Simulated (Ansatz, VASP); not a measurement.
**Two plane-wave programs on AlAu2**

```
Al Au
1.0
    -1.70190    1.70190    4.32873
     1.70190   -1.70190    4.32873
     1.70190    1.70190   -4.32873
Al Au
1 2
Cartesian
  0.0000 0.0000 0.0000
  0.0000 0.0000 5.6883
  0.0000 0.0000 2.9691
```

Alike in both runs: task single point; functional LDA; k mesh 16 × 16 × 16; occupations gaussian, width 0.15 eV; no spin polarisation.

|  | VASP | Ansatz |
| --- | --- | --- |
| version | VASP 6.6.1 | Ansatz 0.2.0 |
| potentials or method | VASP PAW LDA potentials, release 64 (Al, Au), cutoff 520 eV | scalar-relativistic, plane waves, PAW |
| valence electrons in the cell | 25 | 41 |

|  | VASP | Ansatz | Ansatz less VASP |
| --- | --- | --- | --- |
| gap on the k mesh at the Fermi level (eV) | none | none | - |
| pressure (GPa) | -7.7 | -8.0 | -0.32 |
| traceless stress, the component that is largest in VASP (GPa) | 0.86 | 0.74 | -0.118 |
| rms of the force components (eV/Å) | 0.090 | 0.084 | -0.0062 |

LDA's correlation is that of Perdew and Zunger in VASP and of Perdew and Wang (1992) in Ansatz. Atom by atom the forces differ by 0.006 eV/Å (rms over components). A gap of «none» marks a metal or a gap that the smearing closes. VASP's potentials hold 25 valence electrons a cell and Ansatz's 41, so a difference there can come from the potentials and not from the codes.

Spin-orbit coupling is off throughout.
